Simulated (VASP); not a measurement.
Set up this calculation in VASP 6.6.1, as the native input.

| Quantity | Value |
| --- | --- |
| Task | single point |
| Functional | PBE |
| Potentials or basis | VASP PAW PBE potentials, release 64 (Hf_pv) |
| Cutoff | 520 eV |
| k mesh | 16 × 16 × 16 |
| Occupations | gaussian, width 0.05 eV |
| Spin | no spin polarisation |
| Dipole correction | no |
| Further INCAR settings | ALGO = Normal; EDIFF = 1e-07; NBANDS = 11 |

The structure of Hf lies in POSCAR:

```
Hf
1.0
   -1.7770478250      1.7770478250      1.7770478250
    1.7770478250     -1.7770478250      1.7770478250
    1.7770478250      1.7770478250     -1.7770478250
Hf
1
Direct
    0.0000000000      0.0000000000      0.0000000000
```

The input as run:

INCAR

```
ALGO = Normal
EDIFF = 1E-7
ENCUT = 520
GGA = PE
ISIF = 2
ISMEAR = 0
LASPH = True
LCHARG = False
LREAL = False
LWAVE = False
NBANDS = 11
NELM = 80
PREC = Accurate
SIGMA = 0.05
```

KPOINTS

```
k-points
0
Gamma
  16 16 16
```

Potentials or basis: VASP PAW PBE potentials, release 64 (Hf_pv).

Launch:

```bash
$ cat potpaw_PBE.64/Hf_pv/POTCAR > POTCAR
$ mpirun -np 1 vasp_std > vasp.out
```

Results of the run:

```json
{
  "Pressure": "-1.2 GPa",
  "Band gap on the k mesh": "zero (band 5 reaches 6.08 eV, above the bottom of band 6 at 3.82 eV)"
}
```

Caveat: spin-orbit coupling is left out, which moves the levels of the heavy elements.

It took 37 s on 1 thread of Intel Xeon 8259CL, with other jobs on the host, peak memory 0.16 GiB.
